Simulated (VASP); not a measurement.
Runs of VASP 6.6.1 on HgTe. The structure is that of space group F-43m (No. 216), or close to it. The cells are those of the table. 

```tsv
task	level	potentials or basis	cell	cutoff (eV)	gap on the mesh (eV)	pressure (GPa)	relaxed volume (Å³/atom)
single point	revPBE+D3(BJ)	VASP PAW PBE potentials, release 64 (Hg, Te)	a = 4.658 Å, angles 60.0°, 2 atoms	500	none	(b)	-
single point	r2SCAN+rVV10	VASP PAW PBE potentials, release 64 (Hg, Te)	a = 4.661 Å, angles 60.0°, 2 atoms	550	none	0.3	-
relaxation of cell and atoms	revPBE+D3(BJ)	VASP PAW PBE potentials, release 64 (Hg, Te)	relaxed from a = 4.546 Å, angles 60.0°, 2 atoms	500	none	0.0	35.79
relaxation of cell and atoms	LDA	VASP PAW LDA potentials, release 64 (Hg, Te)	relaxed from a = 4.546 Å, angles 60.0°, 2 atoms	500	none	0.0	(a)
single point	LDA	VASP PAW LDA potentials, release 64 (Hg, Te)	a = 4.596 Å, angles 60.0°, 2 atoms	500	none	0.3	-
relaxation of cell and atoms	r2SCAN+rVV10	VASP PAW PBE potentials, release 64 (Hg, Te)	relaxed from a = 4.546 Å, angles 60.0°, 2 atoms	550	none	0.0	36.06
relaxation of cell and atoms	RPBE	VASP PAW PBE potentials, release 64 (Hg, Te)	relaxed from a = 4.546 Å, angles 60.0°, 2 atoms	500	none	0.0	40.09
single point	RPBE	VASP PAW PBE potentials, release 64 (Hg, Te)	a = 4.835 Å, angles 60.0°, 2 atoms	500	none	0.0	-
```

Alike in all rows: no spin polarisation; k mesh 3 × 3 × 3; smearing methfessel-paxton 0.2 eV.

Task: Fill in the values left out.

Result: (a) 34.54; (b) 0.1.

Caveats: all runs use coarse meshes; semilocal functionals underestimate gaps, so a narrow gap can read as zero; spin-orbit coupling is left out, which moves the levels of the heavy elements; the PAW data sets were made with another functional, which shifts forces and pressure a little (at least some runs); the volume moved by over 15 % at a fixed basis, so the end points are rough (at least some runs).

A k mesh can miss the band edges, and the runs leave out spin-orbit coupling on Hg, Te.

A gap of «none» marks levels without a gap at the run's occupations.
